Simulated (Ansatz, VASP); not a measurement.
# MgH2: VASP beside Ansatz

```xyz
6
Lattice="4.4846 0.0000 0.0000 0.0000 4.4846 0.0000 0.0000 0.0000 2.9965" Properties=species:S:1:pos:R:3 pbc="T T T"
Mg    0.0000    0.0000    0.0000
Mg    2.2423    2.2423    1.4982
H     1.3664    1.3664    0.0000
H     0.8759    3.6087    1.4982
H     3.1182    3.1182    0.0000
H     3.6087    0.8759    1.4982
```

Alike in both runs: functional r2SCAN; k mesh 6 × 6 × 8; no spin polarisation.

Ansatz relaxed the structure, and its values are those at the end. VASP's run is a single point on that final structure, the one shown.

|  | VASP | Ansatz |
| --- | --- | --- |
| version | VASP 6.6.1 | Ansatz 0.2.0 |
| potentials or method | VASP PAW PBE potentials, release 64 (Mg, H), cutoff 660 eV | scalar-relativistic, plane waves, PAW |
| occupations | gaussian, width 0.01 eV | fixed |
| valence electrons in the cell | 8 | 24 |

Ansatz gave:

| Quantity | Value |
| --- | --- |
| gap on the k mesh at the Fermi level (eV) | 4.48 |
| least direct gap on the mesh (eV) | 5.26 |
| pressure (GPa) | 0.0 |

Q: What did VASP give for the same quantities?

A: gap on the k mesh at the Fermi level (eV): 4.46; least direct gap on the mesh (eV): 5.25; pressure (GPa): -0.3.

VASP's potentials were made for PBE, not for r2SCAN. VASP's potentials hold 8 valence electrons a cell and Ansatz's 24, so a difference there can come from the potentials and not from the codes.
